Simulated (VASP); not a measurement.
Input of a VASP 6.6.1 run:

Contents of INCAR:

```
ALGO = Normal ; EDIFF = 1E-7
EDIFFG = -0.002 ; ENCUT = 600
IBRION = 2 ; ISIF = 3
ISMEAR = 0 ; LASPH = T
LCHARG = F ; LREAL = F
LWAVE = F ; NELM = 60
NSW = 100 ; PREC = Accurate
SIGMA = 0.1
```

Contents of KPOINTS:

```
k-points
0
Gamma
  18 18 18
```

POSCAR

```
Cu
1.0
    0.0000000000      1.7597846661      1.7597846661
    1.7597846661      0.0000000000      1.7597846661
    1.7597846661      1.7597846661      0.0000000000
Cu
1
Direct
    0.0000000000      0.0000000000      0.0000000000
```

Potentials or basis: VASP PAW LDA potentials, release 64 (Cu).

The run is started by

```console
$ cat potpaw_LDA.64/Cu/POTCAR > POTCAR
$ mpirun -np 1 vasp_std > vasp.out
```

Predict the space group after relaxing (to 0.05 Å).

Fm-3m (No. 225).

Predict the relaxed cell.

a = 2.492 Å, b = 2.492 Å, c = 2.492 Å, α = 60.00°, β = 60.00°, γ = 60.00°.

Final structure:
```
CELL_PARAMETERS angstrom
0.00000 1.76223 1.76223
1.76223 0.00000 1.76223
1.76223 1.76223 0.00000
ATOMIC_POSITIONS crystal
Cu 0.00000 0.00000 0.00000
```
